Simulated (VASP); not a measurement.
## Ba: single point with r2SCAN

Ba:

```
CELL_PARAMETERS angstrom
-2.47176 2.47765 2.44851
2.56531 -2.52802 2.59244
2.45066 2.50692 -2.49889
ATOMIC_POSITIONS crystal
Ba 0.99892 0.00475 0.98853
```

```yaml
Program: VASP 6.6.1
Task: single point
Functional: r2SCAN
Potentials_or_basis: VASP PAW PBE potentials, release 64 (Ba_sv)
Cutoff: 520 eV
k_mesh: 6 × 5 × 6
Occupations: fermi-dirac, width 0.025 eV
Spin: no spin polarisation
```

The pressure is 0.4 GPa and the band gap on the k mesh is zero (bands 5 and 6 overlap by 0.76 eV).

Stress tensor (GPa, compression positive):
```
 0.36  0.09 -0.32
 0.09  0.42  0.22
-0.32  0.22  0.31
```

Levels at points of the mesh, in eV from the Fermi level:
| k point | band 2 | band 3 | band 4 | band 5 | band 6 | band 7 | band 8 | band 9 |
| --- | --- | --- | --- | --- | --- | --- | --- | --- |
| (0.00, 0.00, 0.00) | -14.46 | -14.45 | -14.44 | -2.88 | 2.00 | 2.05 | 2.32 | 3.47 |
| (0.50, 0.00, 0.00) | -14.94 | -14.61 | -14.46 | -0.87 | 0.89 | 1.28 | 3.49 | 4.03 |
| (0.00, 0.00, 0.50) | -14.93 | -14.61 | -14.45 | -0.87 | 0.84 | 1.26 | 3.57 | 4.10 |
| (0.50, 0.00, 0.50) | -14.95 | -14.62 | -14.46 | -0.87 | 0.94 | 1.33 | 3.38 | 3.92 |

Run time: 4 min on 1 thread of Oxide Virtual Turin-like Processor (shared host), peak memory 0.2 GiB.

Caveat: the PAW data sets were made with another functional, which shifts forces and pressure a little; spin-orbit coupling is left out, which moves the levels of the heavy elements.
